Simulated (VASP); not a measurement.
# PbS in VASP: further runs

The runs below take PbS through electric field gradients, density of states, with PBE.

Program: VASP 6.6.1. These are calculated values, not measurements. Logs are shortened: lines on timing, memory, paths and dates and some standing lists are left out, and cuts for length are marked.

**1. The cell of the first run**

The cell holds a slab with vacuum, 4 atoms: a = 4.130 Å, b = 4.130 Å, c = 11.759 Å, α = 93.75°, β = 93.75°, γ = 89.21°.

**2. Electric field gradients, PBE**

Contents of INCAR:

```
PREC     = Accurate       # precision mode
ENCUT    = 520            # plane-wave cutoff, eV
EDIFF    = 1E-8           # SCF threshold, eV
ISMEAR   = -1             # smearing method
SIGMA    = 0.01           # smearing width, eV
LREAL    = F              # projectors in reciprocal space
LASPH    = T              # aspherical terms in the spheres
NELM     = 60             # most SCF steps
ALGO     = Normal         # electronic algorithm
ISIF     = 2              # what is computed and relaxed
LWAVE    = F              # write WAVECAR
LCHARG   = F              # write CHGCAR
GGA      = PE             # functional
LEFG     = T            
NBANDS   = 28             # bands
```

Contents of KPOINTS:

```
regular mesh
0
Gamma
  7 7 3
```

Contents of POSCAR:

```
PbS
1.0
    2.9405000000     -2.9000000000      0.0000000000
    2.9405000000      2.9000000000      0.0000000000
   -1.0800500000      0.0000000000     11.7092900000
Pb S
2 2
Direct
    0.7756000000      0.7756000000      0.6363800000
    0.2244000000      0.2244000000      0.3636200000
    0.2684000000      0.2684000000      0.5986000000
    0.7316000000      0.7316000000      0.4014000000
```

Potentials or basis: VASP PAW PBE potentials, release 64 (Pb_d, S).

Started as:

```console
$ cat potpaw_PBE.64/Pb_d/POTCAR potpaw_PBE.64/S/POTCAR > POTCAR
$ mpirun -np 1 vasp_std > vasp.out
```

OUTCAR:

```text
PREC = Accurate
   ENCUT = 520
   EDIFF = 1E-8
   ISMEAR = -1
   LREAL = F
   LASPH = T
   NELM = 60
   ISIF = 2
   GGA = PE

 ion  position               nearest neighbor table
   1  0.776  0.776  0.636-   4 2.75   3 2.93   3 2.93   3 2.97   3 2.98
   2  0.224  0.224  0.364-   3 2.75   4 2.93   4 2.93   4 2.97   4 2.98
   3  0.268  0.268  0.599-   2 2.75   1 2.93   1 2.93   1 2.97   1 2.98
   4  0.732  0.732  0.401-   1 2.75   2 2.93   2 2.93   2 2.97   2 2.98

  LATTYP: Found a base centered monoclinic cell.
 ALAT       =     5.8810000000
 B/A-ratio  =     0.9862268322
 C/A-ratio  =     1.9994891546
 COS(beta)  =    -0.0918488301

  Lattice vectors:

 A1 = (   2.9405000000,  -2.9000000000,   0.0000000000)
 A2 = (   2.9405000000,   2.9000000000,   0.0000000000)
 A3 = (  -1.0800500000,   0.0000000000,  11.7092900000)

Analysis of symmetry for initial positions (statically):
=====================================================================
 Subroutine PRICEL returns:
 Original cell was already a primitive cell.

 Routine SETGRP: Setting up the symmetry group for a
 base centered monoclinic supercell.

 Subroutine GETGRP returns: Found  4 space group operations
 (whereof  4 operations were pure point group operations)
 out of a pool of  4 trial point group operations.

The static configuration has the point symmetry C_2h.

Analysis of symmetry for dynamics (positions and initial velocities):
=====================================================================
 Subroutine PRICEL returns:
 Original cell was already a primitive cell.

 Routine SETGRP: Setting up the symmetry group for a
 base centered monoclinic supercell.

 Subroutine GETGRP returns: Found  4 space group operations
 (whereof  4 operations were pure point group operations)
 out of a pool of  4 trial point group operations.

The dynamic configuration has the point symmetry C_2h.

 Subroutine INISYM returns: Found  4 space group operations
 (whereof  4 operations are pure point group operations),
 and found     1 'primitive' translations

----------------------------------------------------------------------------------------

                                     Primitive cell

  volume of cell :     199.7008

  direct lattice vectors                    reciprocal lattice vectors
     2.940500000 -2.900000000  0.000000000     0.170039109 -0.172413793  0.015684191
     2.940500000  2.900000000  0.000000000     0.170039109  0.172413793  0.015684191
    -1.080050000  0.000000000 11.709290000     0.000000000  0.000000000  0.085402275

  length of vectors
     4.129956447  4.129956447 11.758995718     0.242663983  0.242663983  0.085402275

  position of ions in fractional coordinates (direct lattice)
     0.775600000  0.775600000  0.636380000
     0.224400000  0.224400000  0.363620000
     0.268400000  0.268400000  0.598600000
     0.731600000  0.731600000  0.401400000

  ion indices of the primitive-cell ions
   primitive index   ion index
                 1           1
                 2           2
                 3           3
                 4           4

----------------------------------------------------------------------------------------

 KPOINTS: regular mesh

Automatic generation of k-mesh.
 Grid dimensions read from file:
 generate k-points for:    7    7    3

 Generating k-lattice:

  Cartesian coordinates                     Fractional coordinates (reciprocal lattice)
     0.024291301 -0.024630542  0.002240599     0.142857143  0.000000000 -0.000000000
     0.024291301  0.024630542  0.002240599     0.000000000  0.142857143 -0.000000000
     0.000000000  0.000000000  0.028467425     0.000000000  0.000000000  0.333333333

  Length of vectors
     0.034666283  0.034666283  0.028467425

  Shift w.r.t. Gamma in fractional coordinates (k-lattice)
     0.000000000  0.000000000  0.000000000

 Subroutine IBZKPT returns following result:
 ===========================================

 Found     44 irreducible k-points:

 Following reciprocal coordinates:
            Coordinates               Weight
  0.000000  0.000000  0.000000      1.000000
  0.142857  0.000000  0.000000      4.000000
  0.285714  0.000000  0.000000      4.000000
  0.428571  0.000000  0.000000      4.000000
  0.142857  0.142857 -0.000000      2.000000
  0.285714  0.142857 -0.000000      4.000000
[... 16 lines left out ...]
 -0.142857 -0.000000  0.333333      4.000000
  0.142857  0.142857  0.333333      2.000000
 [... further k-points ...]
   k-points           NKPTS =     44   k-points in BZ     NKDIM =     44   number of bands    NBANDS=     28
   number of dos      NEDOS =    301   number of ions     NIONS =      4
   total plane-waves  NPLWV =  92160
   dimension x,y,z NGX =    32 NGY =   32 NGZ =   90
   dimension x,y,z NGXF=    64 NGYF=   64 NGZF=  180
   ions per type =               2   2
   NGX,Y,Z   is equivalent  to a cutoff of  12.88, 12.88, 12.72 a.u.
   NGXF,Y,Z  is equivalent  to a cutoff of  25.76, 25.76, 25.45 a.u.
 SYSTEM =  unknown system
   PREC   = accura    normal or accurate (medium, high low for compatibility)
   ISTART =      0    job   : 0-new  1-cont  2-samecut
   ICHARG =      2    charge: 1-file 2-atom 10-const
   ISPIN  =      1    spin polarized calculation?
   LNONCOLLINEAR =      F non collinear calculations
   LSORBIT =      F    spin-orbit coupling
   LASPH  =      T    aspherical Exc in radial PAW
   ENCUT  =  520.0 eV  38.22 Ry    6.18 a.u.   7.68  7.68 21.86*2*pi/ulx,y,z
   NELM   =     60;   NELMIN=  2; NELMDL= -5     # of ELM steps
   EDIFF  = 0.1E-07   stopping-criterion for ELM
   LREAL  =      F    real-space projection
   EDIFFG = 0.1E-06   stopping-criterion for IOM
   NSW    =      0    number of steps for IOM
   IBRION =     -1    ionic relax: 0-MD 1-quasi-New 2-CG
   NFREE  =      0    steps in history (QN), initial steepest desc. (CG)
   ISIF   =      2    stress and relaxation
   ISYM   =      2    0-nonsym 1-usesym 2-fastsym
   POTIM  = 0.5000    time-step for ionic-motion
   TEBEG  =    0.0;   TEEND  =   0.0 temperature during run
   PSTRESS=    0.0 pullay stress
   NELECT =      40.0000    total number of electrons
   NUPDOWN=      -1.0000    fix difference up-down
   EMIN   =  10.00;   EMAX   =-10.00  energy-range for DOS
   EFERMI =   0.00;   METHOD = LEGACY
   ISMEAR =    -1;   SIGMA  =   0.01  broadening in eV -4-tet -1-fermi 0-gaus
   EFERMI_NEDOS =   21; number of points for ismear=-14 and -15
   IALGO  =     38    algorithm
   IMIX   =      4    mixing-type and parameters
     AMIX     =   0.40;   BMIX     =  1.00
     AMIX_MAG =   1.60;   BMIX_MAG =  1.00
  volume/ion in A,a.u.               =      49.93       336.91
  Fermi-wavevector in a.u.,A,eV,Ry     =   0.957859  1.810091 12.483262  0.917494
  Thomas-Fermi vector in A             =   2.086915
   LORBIT       =      0    0 simple, 1 ext, 2 COOP (PROOUT), +10 PAW based schemes
   GGA     = PE    functional components
   LHFCALC =     F    Hartree Fock is set to
   AEXX    =    0.0000 exact exchange contribution
   IVDW    =     0    specifies the selected vdW correction
   LEPSILON=     F    determine dielectric tensor
   LRPA    =     F    only Hartree local field effects (RPA)
 non-spin polarized calculation
  energy-cutoff  :      520.00
  volume of cell :      199.70
 maximum number of plane-waves:      5399
   NGX = 15   NGY = 15   NGZ = 43

 number of electron      40.0000009 magnetization

 Free energy of the ion-electron system (eV)
  ---------------------------------------------------
  ext. energy  EPLUGINS =         0.00000000
  ---------------------------------------------------
  free energy    TOTEN  =       -17.18337496 eV

  energy without entropy =      -17.18337496  energy(sigma->0) =      -17.18337496

 E-fermi :   0.9248     XC(G=0):  -5.9139

 val. band max:        0.7099353418   @ k =   0.0000   0.0000   0.0000
 cond. band min:       1.9788300191   @ k =   0.0000   0.0000   0.3333
 fundamental gap:      1.2688946773
 Fermi energy:         0.9247526626

 k-point     1 :       0.0000    0.0000    0.0000
  band No.  band energies     occupation
      1     -15.6243      2.00000
      2     -15.5447      2.00000
      3     -15.5384      2.00000
      4     -15.5360      2.00000
      5     -15.5042      2.00000
      6     -15.4992      2.00000
[... 20 lines left out ...]
     27       7.0228      0.00000
[... 691 lines left out ...]
      6     -15.5056      2.00000
[... 20 lines left out ...]
     27       5.9679      0.00000
     28       7.2361      0.00000

 [... further k-points ...]
[... 5 lines left out ...]
  --------------------------------------------------------------------------------------
  -------------------------------------------------------------------------------------
  Total        0.6300625      1.7436827     -1.5100610      0.0000000      0.0000000     -0.0125725
  in kB        5.0549222     13.9893750    -12.1150531      0.0000000      0.0000000     -0.1008681
  external PRESSURE =       2.3097480 kB  Pullay stress =       0.0000000 kB

 VOLUME and BASIS-vectors are now :
 -----------------------------------------------------------------------------
  energy-cutoff  :      520.00
  volume of cell :      199.70
      direct lattice vectors                 reciprocal lattice vectors
     2.940500000 -2.900000000  0.000000000     0.170039109 -0.172413793  0.015684191
     2.940500000  2.900000000  0.000000000     0.170039109  0.172413793  0.015684191
    -1.080050000  0.000000000 11.709290000     0.000000000  0.000000000  0.085402275

 POSITION                                       TOTAL-FORCE (eV/Angst)
 -----------------------------------------------------------------------------------
      3.87398      0.00000      7.45156        -0.001657      0.000000     -0.410624
      0.92697      0.00000      4.25773         0.001657      0.000000      0.410624
      0.93194      0.00000      7.00918        -0.003676      0.000000     -0.065683
      3.86901      0.00000      4.70011         0.003676      0.000000      0.065683
 -----------------------------------------------------------------------------------
    total drift:                                0.000000      0.000000      0.000000

  FREE ENERGIE OF THE ION-ELECTRON SYSTEM (eV)
  ---------------------------------------------------
  free  energy   TOTEN  =       -17.1833749578 eV

  energy  without entropy=      -17.1833749578  energy(sigma->0) =      -17.18337496

 Electric field gradients (V/A^2)
---------------------------------------------------------------------
 ion       V_xx      V_yy      V_zz      V_xy      V_xz      V_yz
---------------------------------------------------------------------
   1      95.445    38.430  -133.876    -0.000     0.414     0.000
   2      95.445    38.430  -133.876    -0.000     0.414     0.000
   3       0.340    -1.486     1.145     0.000     0.231    -0.000
   4       0.340    -1.486     1.145     0.000     0.231    -0.000
---------------------------------------------------------------------

 Electric field gradients after diagonalization (V/A^2)
 (convention: |V_zz| > |V_xx| > |V_yy|)
----------------------------------------------------------------------
 ion       V_xx      V_yy      V_zz     asymmetry (V_yy - V_xx)/ V_zz
----------------------------------------------------------------------
   1      95.446    38.430  -133.876       0.426
   2      95.446    38.430  -133.876       0.426
   3       1.207     0.279    -1.486       0.625
   4       1.207     0.279    -1.486       0.625
----------------------------------------------------------------------

           NMR quadrupolar parameters

 Cq : quadrupolar parameter    Cq=e*Q*V_zz/h
 eta: asymmetry parameters     (V_yy - V_xx)/ V_zz
 Q  : nuclear electric quadrupole moment in mb (millibarn)
----------------------------------------------------------------------
 ion       Cq(MHz)       eta       Q (mb)
----------------------------------------------------------------------
   1      -0.324       0.426       1.000
   2      -0.324       0.426       1.000
   3      -0.004       0.625       1.000
   4      -0.004       0.625       1.000
----------------------------------------------------------------------
```

Run time: 5.2 min. Hardware: 1 thread of Intel Xeon 6975P-C, shared host; peak memory 0.41 GiB.

Results:

```yaml
Free_energy: -17.1834 eV
Largest_force: 0.411 eV/Å
Band_gap_on_the_k_mesh: 1.27 eV, direct
```

Forces in eV/Å, atoms in the order of the input:
```
Pb  -0.002  0.000 -0.411
Pb   0.002  0.000  0.411
S   -0.004  0.000 -0.066
S    0.004  0.000  0.066
```

Electric field gradients, principal values (V/Å²):
| atom | least | middle | greatest (by size) |
| --- | --- | --- | --- |
| 1 Pb | 38.430 | 95.446 | -133.876 |
| 2 Pb | 38.430 | 95.446 | -133.876 |
| 3 S | 0.279 | 1.207 | -1.486 |
| 4 S | 0.279 | 1.207 | -1.486 |

Caveat: without QUAD_EFG the Cq values of the log hold for a quadrupole moment of 1 mb, not for the nuclei; spin-orbit coupling is left out, which moves the levels of the heavy elements.

**3. Density of states, PBE**

POSCAR is that of step 2.

Contents of INCAR.step1:

```
SYSTEM = PbS
ALGO     = Normal         ! electronic algorithm
EDIFF    = 1E-7           ! SCF threshold, eV
ENCUT    = 520            ! plane-wave cutoff, eV
GGA      = PE             ! functional
ISIF     = 2              ! what is computed and relaxed
ISMEAR   = -1             ! smearing method
LASPH    = .True.         ! aspherical terms in the spheres
LCHARG   = .True.         ! write CHGCAR
LREAL    = .False.        ! projectors in reciprocal space
LWAVE    = .False.        ! write WAVECAR
NBANDS   = 28             ! bands
NELM     = 100            ! most SCF steps
PREC     = Accurate       ! precision mode
SIGMA    = 0.01           ! smearing width, eV
```

Contents of KPOINTS.step1:

```
k-points
0
Gamma
  7 7 3
  0 0 0
```

Contents of INCAR.step2:

```
SYSTEM = PbS
ALGO     = Normal         ! electronic algorithm
EDIFF    = 1E-7           ! SCF threshold, eV
ENCUT    = 520            ! plane-wave cutoff, eV
GGA      = PE             ! functional
ICHARG   = 11             ! starting density
ISIF     = 2              ! what is computed and relaxed
ISMEAR   = -5             ! smearing method
LASPH    = .True.         ! aspherical terms in the spheres
LCHARG   = .False.        ! write CHGCAR
LORBIT   = 10             ! projections on sites
LREAL    = .False.        ! projectors in reciprocal space
LWAVE    = .False.        ! write WAVECAR
NEDOS    = 1001           ! points of the DOS
NELM     = 100            ! most SCF steps
PREC     = Accurate       ! precision mode
SIGMA    = 0.01           ! smearing width, eV
```

Contents of KPOINTS.step2:

```
k-points
0
Gamma
  11 11 5
  0 0 0
```

Potentials or basis: VASP PAW PBE potentials, release 64 (Pb_d, S).

Started as:

```console
$ cat potpaw_PBE.64/Pb_d/POTCAR potpaw_PBE.64/S/POTCAR > POTCAR
$ cp INCAR.step1 INCAR
$ cp KPOINTS.step1 KPOINTS
$ mpirun -np 1 vasp_std > vasp.out
$ cp INCAR.step2 INCAR
$ cp KPOINTS.step2 KPOINTS
$ mpirun -np 1 vasp_std > vasp.out
```

It took 11 min on 1 thread of Intel Xeon 6975P-C, shared host; peak memory 0.78 GiB.

It converged, with:

| Property | Result |
| --- | --- |
| Valence electrons inside the program's atomic spheres | Pb 11.84; S 3.70 |

Levels at points of the mesh, in eV from the valence-band top:
| k point | band 16 | band 17 | band 18 | band 19 | band 20 | band 21 | band 22 | band 23 | band 24 |
| --- | --- | --- | --- | --- | --- | --- | --- | --- | --- |
| (0.00, 0.00, 0.00) | -2.55 | -2.41 | -1.44 | -1.32 | 0.00 | 1.37 | 2.99 | 4.99 | 5.20 |

Caveat: spin-orbit coupling is left out, which moves the levels of the heavy elements.

(Part 1 of 3 ends here.)
